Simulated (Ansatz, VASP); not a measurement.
**Ge in VASP and in Ansatz**

```
Ge
1.0
    -2.52874    2.68575    1.45586
     2.52874   -2.68575    1.45586
     2.52874    2.68575   -1.45586
Ge
2
Cartesian
  2.5287 1.3429 1.2693
  0.0000 1.3429 0.1865
```

Change from the starting cell: functional pbe, volume scaled by 1.04.

Alike in both runs: task single point; functional PBE; k mesh 15 × 15 × 15; occupations fermi-dirac, width 0.03 eV; no spin polarisation.

```csv
,VASP,Ansatz
version,VASP 6.6.1,Ansatz 0.2.0
potentials or method,"VASP PAW PBE potentials, release 64 (Ge_d), cutoff 520 eV","all-electron LAPW, scalar-relativistic"
```

Ansatz gave:

```
pressure (GPa)                                                : -1.5
traceless stress, the component that is largest in VASP (GPa) : -0.30
rms of the force components (eV/Å)                            : 0.023
```

Problem. Estimate VASP's values.

Solution. Pressure (GPa): -1.5; traceless stress, the component that is largest in VASP (GPa): -0.29; rms of the force components (eV/Å): 0.023.

Atom by atom the forces differ by 0.000 eV/Å (rms over components). Ansatz ran all-electron here, and VASP with PAW potentials.
